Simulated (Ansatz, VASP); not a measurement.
## Two plane-wave programs on Hf

The input INCAR:

```
ALGO = Normal
EDIFF = 1E-7
ENCUT = 520
GGA = RP
ISIF = 2
ISMEAR = -1
LASPH = T
LCHARG = F
LREAL = F
LWAVE = F
NBANDS = 11
NELM = 60
PREC = Accurate
SIGMA = 0.1
```

KPOINTS

```
k-points
0
Gamma
  14 14 14
```

File POSCAR:

```
Hf
1.0
   -1.7677061136      1.7677061136      1.7677061136
    1.7677061136     -1.7677061136      1.7677061136
    1.7677061136      1.7677061136     -1.7677061136
Hf
1
Direct
    0.0000000000      0.0000000000      0.0000000000
```

Input for Ansatz:

```yaml
crystal:
  lattice:
    - [-1.7677061136, 1.7677061136, 1.7677061136]
    - [1.7677061136, -1.7677061136, 1.7677061136]
    - [1.7677061136, 1.7677061136, -1.7677061136]
  atoms:
    - { symbol: Hf, position: [0.0, 0.0, 0.0] }
hamiltonian:
  xc: rpbe
  pseudopotentials:
    kind: paw
    azcp:
      Hf: "pseudopotentials/Hf.paw.azcp"
basis:
  ecutwfc: 420
  fft_grid_basis: typed
kpoints:
  mp_grid: { grid: [14, 14, 14], shift: [0, 0, 0] }
magnetization:
  spin_polarized: false
scf:
  occupations: { method: fermi_dirac, width: 0.1 }
  lower_state_search: "off"
output:
  stress: true
  write_density: true
  write_potential: true
  elf: true
  volumetric_format: npy
```

Alike in both runs: task single point; functional RPBE; k mesh 14 × 14 × 14; occupations fermi-dirac, width 0.1 eV; no spin polarisation.

```csv
,VASP,Ansatz
version,VASP 6.6.1,Ansatz 0.2.0
potentials or method,"VASP PAW PBE potentials, release 64 (Hf_pv), cutoff 520 eV","plane waves (420 eV) with PAW, scalar-relativistic"
valence electrons in the cell,10,26
```

```csv
,VASP,Ansatz,Ansatz less VASP
pressure (GPa),3.7,4.1,+0.39
```

VASP's potentials were made for PBE, not for RPBE. VASP's potentials hold 10 valence electrons a cell and Ansatz's 26, so a difference there can come from the potentials and not from the codes.

Neither program's run includes spin-orbit coupling.
